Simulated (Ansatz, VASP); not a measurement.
**One calculation of SiNi3, two programs**

File INCAR:

```
SYSTEM = SiNi3
ALGO = Fast ; EDIFF = 1E-6
ENCUT = 520 ; GGA = PS
ISIF = 2 ; ISMEAR = 0
LASPH = .True. ; LCHARG = .False.
LREAL = .False. ; LWAVE = .False.
NBANDS = 44 ; NELM = 100
PREC = Accurate ; SIGMA = 0.15
```

KPOINTS

```
k-points
0
Gamma
  14 14 8
  0 0 0
```

File POSCAR:

```
SiNi3
1.0
    3.4612457600      0.0000000000      0.0000000000
    0.0000000000      3.4612457600      0.0000000000
    0.0000000000      0.0000000000      6.9224915201
Si Ni
2 6
Direct
    0.0000000000      0.0000000000      0.5000000000
    0.0000000000      0.0000000000      0.0000000000
    0.0000000000      0.5000000000      0.2521668499
    0.0000000000      0.5000000000      0.7521668499
    0.5000000000      0.0000000000      0.2478331501
    0.5000000000      0.0000000000      0.7478331501
    0.5000000000      0.5000000000      0.0000000000
    0.5000000000      0.5000000000      0.5000000000
```

Input for Ansatz:

```yaml
crystal:
  lattice:
    - [3.46124576, 0.0, 0.0]
    - [0.0, 3.46124576, 0.0]
    - [0.0, 0.0, 6.9224915201]
  atoms:
    - { symbol: Si, position: [0.0, 0.0, 0.5] }
    - { symbol: Si, position: [0.0, 0.0, 0.0] }
    - { symbol: Ni, position: [0.0, 0.5, 0.2521668499] }
    - { symbol: Ni, position: [0.0, 0.5, 0.7521668499] }
    - { symbol: Ni, position: [0.5, 0.0, 0.2478331501] }
    - { symbol: Ni, position: [0.5, 0.0, 0.7478331501] }
    - { symbol: Ni, position: [0.5, 0.5, 0.0] }
    - { symbol: Ni, position: [0.5, 0.5, 0.5] }
basis:
  ecutwfc: 420
kpoints:
  mp_grid: { grid: [14, 14, 8] }
hamiltonian:
  xc: pbesol
scf:
  occupations: { method: gaussian, width: 0.15 }
output:
  forces: true
  stress: true
  eigenvalues: true
  write_density: true
  write_potential: true
  elf: true
  volumetric_format: npy
```

Change from the starting cell: mode 9 (208.1 1/cm) frozen in, largest displacement +0.015 Å.

Alike in both runs: task single point; functional PBEsol; k mesh 14 × 14 × 8; occupations gaussian, width 0.15 eV; no spin polarisation.

|  | VASP | Ansatz |
| --- | --- | --- |
| version | VASP 6.6.1 | Ansatz 0.2.0 |
| potentials or method | VASP PAW PBE potentials, release 64 (Si, Ni), cutoff 520 eV | scalar-relativistic, plane waves, PAW |
| valence electrons in the cell | 68 | 116 |

|  | VASP | Ansatz | Ansatz less VASP |
| --- | --- | --- | --- |
| gap on the k mesh at the Fermi level (eV) | none | none | - |
| pressure (GPa) | 0.0 | 0.0 | 0.00 |
| rms of the force components (eV/Å) | 0.057 | 0.057 | +0.0001 |

VASP's potentials were made for PBE, not for PBEsol. Atom by atom the forces differ by 0.000 eV/Å (rms over components). A gap of «none» marks a metal or a gap that the smearing closes. VASP's potentials hold 68 valence electrons a cell and Ansatz's 116, so a difference there can come from the potentials and not from the codes.
